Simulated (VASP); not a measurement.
# Bi (P2/m) in VASP: notebook, part 2 of 2

VASP 6.6.1. The steps go on from the part before.

## Step 4: Single point, PBEsol

This run uses another cell than the first one, of 34.29 Å³/atom, 1.020 times its volume.

The input, INCAR:

```
SYSTEM = Bi
  PREC = Accurate
  ENCUT = 520
  EDIFF = 1E-6
  ISMEAR = -1
  SIGMA = 0.05
  LREAL = .FALSE.
  LASPH = .TRUE.
  NELM = 60
  ALGO = Fast
  ISIF = 2
  LWAVE = .FALSE.
  LCHARG = .TRUE.
  GGA = PS
  LELF = .TRUE.
  LVHAR = .TRUE.
  NBANDS = 22
```

The input, KPOINTS:

```
regular mesh
0
G
  8 8 4
  0 0 0
```

The input, POSCAR:

```
Bi
1.0
    3.2598230713      0.0000000000      0.0000000000
    0.0000000000      3.2429793280      0.0000000000
   -0.0809877086      0.0000000000      6.4865647921
Bi
2
Direct
    0.5442472500      0.0000000000      0.7495778900
    0.4557527500      0.0000000000      0.2504221100
```

The run is started by

```
$ cat potpaw_PBE.64/Bi_d/POTCAR > POTCAR
$ mpirun -np 1 vasp_std > vasp.out
```

It took 41 s on 1 thread of Intel Xeon Platinum 8488C (Sapphire Rapids), shared host; peak memory 0.23 GiB.

The run converged. Its results:

```
Free energy            : -8.5272 eV
Pressure               : -1.5 GPa
Largest force          : 0.015 eV/Å
Band gap on the k mesh : zero (band 15 reaches 10.25 eV, above the bottom of band 16 at 4.07 eV)
```

Forces on the atoms (eV/Å):
```
Bi  -0.002  0.000 -0.015
Bi   0.002  0.000  0.015
```

Stress tensor (GPa, compression positive):
```
-1.67  0.00 -0.09
 0.00 -0.96  0.00
-0.09  0.00 -1.89
```

Levels at points of the mesh, in eV from the Fermi level:
| k point | band 11 | band 12 | band 13 | band 14 | band 15 | band 16 | band 17 | band 18 | band 19 | band 20 |
| --- | --- | --- | --- | --- | --- | --- | --- | --- | --- | --- |
| (0.00, 0.00, 0.00) | -13.09 | -11.19 | -4.93 | 3.19 | 3.23 | 3.25 | 4.75 | 5.14 | 6.37 | 7.92 |
| (0.50, 0.00, 0.00) | -11.21 | -9.40 | -4.89 | -3.12 | -2.99 | 2.41 | 5.13 | 5.40 | 7.02 | 9.75 |
| (0.00, 0.50, 0.00) | -11.18 | -9.30 | -4.94 | -3.06 | -3.04 | 2.74 | 5.09 | 5.13 | 6.74 | 9.69 |
| (0.50, 0.50, 0.00) | -9.32 | -7.48 | -3.07 | -3.00 | -1.37 | -1.34 | -1.21 | 2.78 | 4.95 | 5.30 |
| (0.00, 0.00, 0.50) | -12.36 | -12.33 | -1.78 | -1.74 | 3.86 | 3.94 | 4.04 | 4.06 | 7.52 | 7.59 |
| (0.50, 0.00, 0.50) | -10.51 | -10.48 | -4.21 | -4.19 | 0.18 | 0.27 | 5.37 | 5.42 | 5.93 | 5.97 |
| (0.00, 0.50, 0.50) | -10.46 | -10.44 | -4.18 | -4.16 | 0.20 | 0.24 | 5.42 | 5.43 | 5.79 | 5.88 |
| (0.50, 0.50, 0.50) | -8.62 | -8.58 | -2.36 | -2.35 | -2.33 | -2.32 | 2.10 | 2.20 | 3.46 | 3.49 |

Caveat: the PAW data sets were made with another functional, which shifts forces and pressure a little; spin-orbit coupling is left out, which moves the levels of the heavy elements.

## Step 5: Single point, PBEsol

This run uses another cell than the first one, of 31.60 Å³/atom, 0.940 times its volume.

The input, INCAR:

```
PREC = Accurate
ENCUT = 520
EDIFF = 1E-6
ISMEAR = -1
SIGMA = 0.05
LREAL = F
LASPH = T
NELM = 100
ALGO = Fast
ISIF = 2
LWAVE = F
LCHARG = F
GGA = PS
NBANDS = 22
```

The input, KPOINTS:

```
regular mesh
0
Gamma
  8 8 4
```

The input, POSCAR:

```
Bi
1.0
    3.1722683854      0.0000000000      0.0000000000
    0.0000000000      3.1558770435      0.0000000000
   -0.0788124821      0.0000000000      6.3123439430
Bi
2
Direct
    0.5442472500      0.0000000000      0.7495778900
    0.4557527500      0.0000000000      0.2504221100
```

The run is started by

```
$ cat potpaw_PBE.64/Bi_d/POTCAR > POTCAR
$ mpirun -np 1 vasp_std > vasp.out
```

Run time: 39 s. Hardware: 1 thread of Intel Xeon Platinum 8488C (Sapphire Rapids), shared host; peak memory 0.22 GiB.

The run converged. Its results:

- Free energy: -8.5022 eV
- Pressure: 3.2 GPa
- Largest force: 0.023 eV/Å
- Band gap on the k mesh: zero (band 15 reaches 11.53 eV, above the bottom of band 16 at 4.81 eV)

Forces on the atoms (eV/Å):
```
Bi   0.023  0.000 -0.003
Bi  -0.023  0.000  0.003
```

Stress tensor (GPa, compression positive):
```
 3.03  0.00 -0.19
 0.00  3.91  0.00
-0.19  0.00  2.74
```

Levels at points of the mesh, in eV from the Fermi level:
| k point | band 13 | band 14 | band 15 | band 16 | band 17 | band 18 |
| --- | --- | --- | --- | --- | --- | --- |
| (0.00, 0.00, 0.00) | -5.46 | 3.38 | 3.43 | 3.45 | 5.15 | 5.61 |
| (0.50, 0.00, 0.00) | -5.41 | -3.47 | -3.32 | 2.24 | 5.59 | 5.83 |
| (0.00, 0.50, 0.00) | -5.47 | -3.40 | -3.38 | 2.54 | 5.56 | 5.60 |
| (0.50, 0.50, 0.00) | -3.42 | -3.33 | -1.53 | -1.49 | -1.35 | 2.58 |
| (0.00, 0.00, 0.50) | -1.96 | -1.93 | 4.13 | 4.23 | 4.34 | 4.36 |
| (0.50, 0.00, 0.50) | -4.67 | -4.65 | 0.22 | 0.32 | 5.34 | 5.39 |
| (0.00, 0.50, 0.50) | -4.64 | -4.62 | 0.25 | 0.29 | 5.39 | 5.39 |
| (0.50, 0.50, 0.50) | -2.63 | -2.61 | -2.60 | -2.58 | 2.40 | 2.51 |

Caveat: the PAW data sets were made with another functional, which shifts forces and pressure a little; spin-orbit coupling is left out, which moves the levels of the heavy elements.

## Step 6: Single point, PBEsol

This run uses another cell than the first one, of 32.27 Å³/atom, 0.960 times its volume.

The input, INCAR:

```
SYSTEM = Bi
ALGO = Fast
EDIFF = 1E-6
ENCUT = 520
GGA = PS
ISIF = 2
ISMEAR = -1
LASPH = .True.
LCHARG = .False.
LREAL = .False.
LWAVE = .False.
NBANDS = 22
NELM = 100
PREC = Accurate
SIGMA = 0.05
```

The input, KPOINTS:

```
k-points
0
Gamma
  8 8 4
  0 0 0
```

The input, POSCAR:

```
Bi
1.0
    3.1946090396      0.0000000000      0.0000000000
    0.0000000000      3.1781022620      0.0000000000
   -0.0793675179      0.0000000000      6.3567985340
Bi
2
Direct
    0.5442472500      0.0000000000      0.7495778900
    0.4557527500      0.0000000000      0.2504221100
```

Potentials or basis: VASP PAW PBE potentials, release 64 (Bi_d).

The run is started by

```
$ cat potpaw_PBE.64/Bi_d/POTCAR > POTCAR
$ mpirun -np 1 vasp_std > vasp.out
```

OUTCAR:

```text
SYSTEM = Bi
   EDIFF = 1E-6
   ENCUT = 520
   GGA = PS
   ISIF = 2
   ISMEAR = -1
   LASPH = .True.
   LREAL = .False.
   NELM = 100
   PREC = Accurate

 ion  position               nearest neighbor table
   1  0.544  0.000  0.750-   2 3.18   2 3.20
   2  0.456  0.000  0.250-   1 3.18   1 3.20

  LATTYP: Found a simple monoclinic cell.
 ALAT       =     3.1946090396
 B/A-ratio  =     0.9948329272
 C/A-ratio  =     1.9900068852
 COS(beta)  =    -0.0124844813

  Lattice vectors:

[... 787 lines left out ...]
------------------------ aborting loop because EDIFF is reached ----------------------------------------

  FORCE on cell =-STRESS in cart. coord.  units (eV):
  Direction    XX          YY          ZZ          XY          YZ          ZX
  --------------------------------------------------------------------------------------
  -------------------------------------------------------------------------------------
  Total        0.6353203      0.9774807      0.5259603      0.0000000      0.0000000     -0.0641168
  in kB       15.7717279     24.2658072     13.0568827      0.0000000      0.0000000     -1.5916905
  external PRESSURE =      17.6981393 kB  Pullay stress =       0.0000000 kB

 VOLUME and BASIS-vectors are now :
 -----------------------------------------------------------------------------
  energy-cutoff  :      520.00
  volume of cell :       64.54
      direct lattice vectors                 reciprocal lattice vectors
     3.194609040  0.000000000  0.000000000     0.313027349  0.000000000  0.003908289
     0.000000000  3.178102262  0.000000000     0.000000000  0.314653185  0.000000000
    -0.079367518  0.000000000  6.356798534     0.000000000  0.000000000  0.157311891

 POSITION                                       TOTAL-FORCE (eV/Angst)
 -----------------------------------------------------------------------------------
      1.67917      0.00000      4.76492         0.016287      0.000000     -0.006158
      1.43608      0.00000      1.59188        -0.016287      0.000000      0.006158
 -----------------------------------------------------------------------------------
    total drift:                                0.000000      0.000000      0.000000

  FREE ENERGIE OF THE ION-ELECTRON SYSTEM (eV)
  ---------------------------------------------------
  free  energy   TOTEN  =        -8.5237635263 eV

  energy  without entropy=       -8.5097685765  energy(sigma->0) =       -8.51676605
```

It took 39 s on 1 thread of Intel Xeon Platinum 8488C (Sapphire Rapids), shared host; peak memory 0.22 GiB.

Results:

- Free energy: -8.5238 eV
- Pressure: 1.8 GPa
- Largest force: 0.017 eV/Å
- Band gap on the k mesh: zero (band 15 reaches 11.19 eV, above the bottom of band 16 at 4.62 eV)

Forces on the atoms (eV/Å):
```
Bi   0.016  0.000 -0.006
Bi  -0.016  0.000  0.006
```

Levels at points of the mesh, in eV from the Fermi level:
| k point | band 13 | band 14 | band 15 | band 16 | band 17 | band 18 |
| --- | --- | --- | --- | --- | --- | --- |
| (0.00, 0.00, 0.00) | -5.32 | 3.33 | 3.38 | 3.40 | 5.05 | 5.49 |
| (0.50, 0.00, 0.00) | -5.27 | -3.38 | -3.23 | 2.28 | 5.47 | 5.71 |
| (0.00, 0.50, 0.00) | -5.33 | -3.31 | -3.29 | 2.59 | 5.44 | 5.48 |
| (0.50, 0.50, 0.00) | -3.32 | -3.24 | -1.49 | -1.45 | -1.31 | 2.63 |
| (0.00, 0.00, 0.50) | -1.91 | -1.88 | 4.06 | 4.16 | 4.26 | 4.28 |
| (0.50, 0.00, 0.50) | -4.55 | -4.52 | 0.21 | 0.30 | 5.35 | 5.40 |
| (0.00, 0.50, 0.50) | -4.51 | -4.50 | 0.24 | 0.28 | 5.40 | 5.40 |
| (0.50, 0.50, 0.50) | -2.56 | -2.54 | -2.53 | -2.51 | 2.32 | 2.42 |

Caveat: the PAW data sets were made with another functional, which shifts forces and pressure a little; spin-orbit coupling is left out, which moves the levels of the heavy elements.

## Step 7: The runs side by side

| cell | further INCAR settings | gap on the mesh (eV) | pressure (GPa) | largest force (eV/Å) |
| --- | --- | --- | --- | --- |
| a = 3.238, b = 3.222, c = 6.444 Å, angles 90.0, 90.7, 90.0°, 2 atoms | ALGO = Fast; EDIFF = 1e-06; NBANDS = 22 | none | -0.5 | 0.01 |
| a = 3.217, b = 3.200, c = 6.401 Å, angles 90.0, 90.7, 90.0°, 2 atoms | ALGO = Fast; EDIFF = 1e-07; NBANDS = 22 | none | 0.6 | 0.01 |
| a = 3.260, b = 3.243, c = 6.487 Å, angles 90.0, 90.7, 90.0°, 2 atoms | ALGO = Fast; EDIFF = 1e-06; NBANDS = 22 | none | -1.5 | 0.01 |
| a = 3.172, b = 3.156, c = 6.313 Å, angles 90.0, 90.7, 90.0°, 2 atoms | ALGO = Fast; EDIFF = 1e-06; NBANDS = 22 | none | 3.2 | 0.02 |
| a = 3.195, b = 3.178, c = 6.357 Å, angles 90.0, 90.7, 90.0°, 2 atoms | ALGO = Fast; EDIFF = 1e-06; NBANDS = 22 | none | 1.8 | 0.02 |

Alike in all rows: task single point; level PBEsol; potentials or basis VASP PAW PBE potentials, release 64 (Bi_d); no spin polarisation; k mesh 8 × 8 × 4; cutoff (eV) 520; smearing fermi-dirac 0.05 eV.

Caveats: the PAW data sets were made with another functional, which shifts forces and pressure a little; spin-orbit coupling is left out, which moves the levels of the heavy elements.

Absolute energies hang on the potentials; compare differences alone.
